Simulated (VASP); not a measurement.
Crystal: Cd2SnSe3.

```
CELL_PARAMETERS angstrom
3.10446 1.79236 4.97562
-3.10446 1.79236 4.97562
0.00000 -3.58472 4.97562
ATOMIC_POSITIONS crystal
Cd 0.62478 0.62478 0.62478
Cd 0.37522 0.37522 0.37522
Sn 0.00000 0.00000 0.00000
Se 0.00000 0.50000 0.00000
Se 0.50000 0.00000 0.00000
Se 0.00000 0.00000 0.50000
```

```yaml
Program: VASP 6.6.1
Task: relaxation of cell and atoms
Functional: PBEsol
Potentials_or_basis: VASP PAW PBE potentials, release 64 (Cd, Sn_d, Se)
Cutoff: 600 eV
k_mesh: 4 × 4 × 4
Occupations: fermi-dirac, width 0.03 eV
Spin: no spin polarisation
```

At the start: pressure -4.8 GPa; volume 27.69 Å³/atom.

Task: How do energy, volume and symmetry change on relaxing?

Result: Over 50 steps the energy falls by 270.1 meV/atom and the volume is 24.91 Å³/atom (-10.0 %); space group R-3m (No. 166, to 0.1 Å) before and after.

Step by step:
| step | energy change (eV) | largest force (eV/Å) | pressure (GPa) | volume (Å³) |
| --- | --- | --- | --- | --- |
| 1 | 0.0000 | 0.0302 | -4.82 | 166.11 |
| 3 | -0.3919 | 0.0373 | 0.33 | 144.33 |
| 5 | -0.8494 | 0.2818 | 1.94 | 139.13 |
| 7 | -1.0910 | 0.4415 | 3.98 | 134.82 |
| 9 | -1.1205 | 0.4811 | 5.05 | 133.70 |
| 11 | -1.2038 | 0.4262 | 3.90 | 137.09 |
| 13 | -1.2749 | 0.3682 | -2.21 | 152.01 |
| 15 | -1.3166 | 0.3905 | -0.14 | 146.01 |
| 17 | -1.3313 | 0.3681 | -0.17 | 146.02 |
| 19 | -1.3865 | 0.2777 | -0.10 | 146.05 |
| 21 | -1.4965 | 0.1599 | 0.81 | 146.14 |
| 23 | -1.5331 | 0.0390 | 2.35 | 146.43 |
| 25 | -1.5706 | 0.0724 | 1.53 | 148.62 |
| 27 | -1.5737 | 0.1209 | 1.28 | 149.37 |
| 29 | -1.5915 | 0.0755 | 0.71 | 150.36 |
| 31 | -1.6068 | 0.0023 | -0.46 | 152.53 |
| 33 | -1.6172 | 0.0290 | -0.36 | 151.12 |
| 35 | -1.6191 | 0.0386 | -0.01 | 149.78 |
| 37 | -1.6192 | 0.0385 | 0.08 | 149.55 |
| 39 | -1.6196 | 0.0252 | 0.03 | 149.74 |
| 41 | -1.6197 | 0.0203 | -0.02 | 149.92 |
| 43 | -1.6198 | 0.0183 | -0.08 | 150.01 |
| 45 | -1.6202 | 0.0150 | -0.04 | 149.65 |
| 47 | -1.6203 | 0.0144 | 0.00 | 149.49 |
| 49 | -1.6205 | 0.0047 | 0.06 | 149.31 |
| 50 | -1.6205 | 0.0009 | 0.00 | 149.47 |

Final structure:
```
CELL_PARAMETERS angstrom
2.69072 1.55349 5.95960
-2.69072 1.55349 5.95960
0.00000 -3.10697 5.95960
ATOMIC_POSITIONS crystal
Cd 0.67300 0.67300 0.67300
Cd 0.32700 0.32700 0.32700
Sn 0.00000 0.00000 0.00000
Se 0.00000 0.50000 0.00000
Se 0.50000 0.00000 0.00000
Se 0.00000 0.00000 0.50000
```

Caveat: the PAW data sets were made with another functional, which shifts forces and pressure a little.
